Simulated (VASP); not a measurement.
Mg: single point with r2SCAN

Crystal: Mg.

```
Mg
1.0
     3.17926    0.00000    0.00000
    -1.58963    2.75332    0.00000
     0.00000    0.00000    5.15689
Mg
2
Direct
  0.33333 0.66667 0.25000
  0.66667 0.33333 0.75000
```

* Program: VASP 6.6.1
* Task: single point
* Functional: r2SCAN
* Potentials or basis: VASP PAW PBE potentials, release 64 (Mg)
* Cutoff: 520 eV
* k mesh: 6 × 6 × 3
* Occupations: fermi-dirac, width 0.1 eV
* Spin: no spin polarisation

```yaml
Pressure: -0.1 GPa
Band_gap_on_the_k_mesh: zero (bands 2 and 3 overlap by 1.43 eV)
```

Stress tensor (GPa, compression positive):
```
-0.43  0.00  0.00
 0.00 -0.43  0.00
 0.00  0.00  0.44
```

Levels at points of the mesh, in eV from the Fermi level:
| k point | band 1 | band 2 | band 3 | band 4 | band 5 | band 6 |
| --- | --- | --- | --- | --- | --- | --- |
| (0.00, 0.00, 0.00) | -7.40 | -1.87 | -1.12 | 11.85 | 11.85 | 12.05 |
| (0.50, 0.00, 0.00) | -2.34 | -2.16 | 2.90 | 3.19 | 3.69 | 4.13 |

Run time: 37 s on 1 thread of AMD EPYC 7R43 64-Core Processor (Zen 3), on a shared host, peak memory 0.12 GiB.

Caveat: the k points lie up to 0.41 Å⁻¹ apart, too coarse for converged energies and pressures of a metal; the PAW data sets were made with another functional, which shifts forces and pressure a little.
